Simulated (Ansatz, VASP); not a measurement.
# Two plane-wave programs on LiCl

```
Li Cl
1.0
     0.00000    2.43652    2.43652
     2.43652    0.00000    2.43652
     2.43652    2.43652    0.00000
Li Cl
1 1
Direct
  0.00000 0.00000 0.00000
  0.50000 0.50000 0.50000
```

Change from the starting cell: strain -0.050 along x and y, -0.050 along z, atoms carried along.

Alike in both runs: task single point; functional PBEsol; k mesh 8 × 8 × 8; occupations gaussian, width 0.05 eV; no spin polarisation.

|  | VASP | Ansatz |
| --- | --- | --- |
| version | VASP 6.6.1 | Ansatz 0.2.0 |
| potentials or method | VASP PAW PBE potentials, release 64 (Li_sv, Cl), cutoff 520 eV | scalar-relativistic, plane waves, PAW |
| valence electrons in the cell | 10 | 10 |

|  | VASP | Ansatz | Ansatz less VASP |
| --- | --- | --- | --- |
| gap on the k mesh at the Fermi level (eV) | 6.70 | 6.67 | -0.027 |
| least direct gap on the mesh (eV) | 7.04 | 7.01 | -0.028 |

VASP's potentials were made for PBE, not for PBEsol. The functional is the same, so the differences come from potentials, cutoffs and numerics.

Noted on VASP's run: the cutoff is short for stress, so the pressure is rough.
